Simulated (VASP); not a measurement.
A run of VASP 6.6.1 is set up as follows.

File INCAR:

```
SYSTEM = KMgH3
  PREC = Accurate
  ENCUT = 520
  EDIFF = 1E-7
  ISMEAR = 0
  SIGMA = 0.05
  LREAL = .FALSE.
  LASPH = .TRUE.
  NELM = 60
  ALGO = Normal
  ISIF = 2
  LWAVE = .FALSE.
  LCHARG = .FALSE.
  NBANDS = 15
```

The input KPOINTS:

```
Automatic mesh
0
G
  8 8 8
  0 0 0
```

The input POSCAR:

```
KMgH3
1.0
    4.0250000000      0.0000000000      0.0000000000
    0.0000000000      4.0250000000      0.0301875000
    0.0000000000      0.0301875000      4.0250000000
K Mg H
1 1 3
Direct
    0.0000000000      0.0000000000      0.0000000000
    0.5000000000      0.5000000000      0.5000000000
    0.0000000000      0.5000000000      0.5000000000
    0.5000000000      0.0000000000      0.5000000000
    0.5000000000      0.5000000000      0.0000000000
```

Potentials or basis: VASP PAW LDA potentials, release 64 (K_sv, Mg, H).

Launch:

```sh
$ cat potpaw_LDA.64/K_sv/POTCAR potpaw_LDA.64/Mg/POTCAR potpaw_LDA.64/H/POTCAR > POTCAR
$ mpirun -np 1 vasp_std > vasp.out
```

Question: What does it give for the pressure?

Answer: -3.2 GPa.

Question: Estimate the band gap on the k mesh.

Answer: 2.05 eV, indirect (least direct gap 4.17 eV).

Stress tensor (GPa, compression positive):
```
-3.20  0.00  0.00
 0.00 -3.20 -0.54
 0.00 -0.54 -3.20
```

Caveat: the cell differs from its parent crystal (strain +0.0150 x Voigt [0, 0, 0, 1, 0, 0]). A k mesh can miss the band edges.
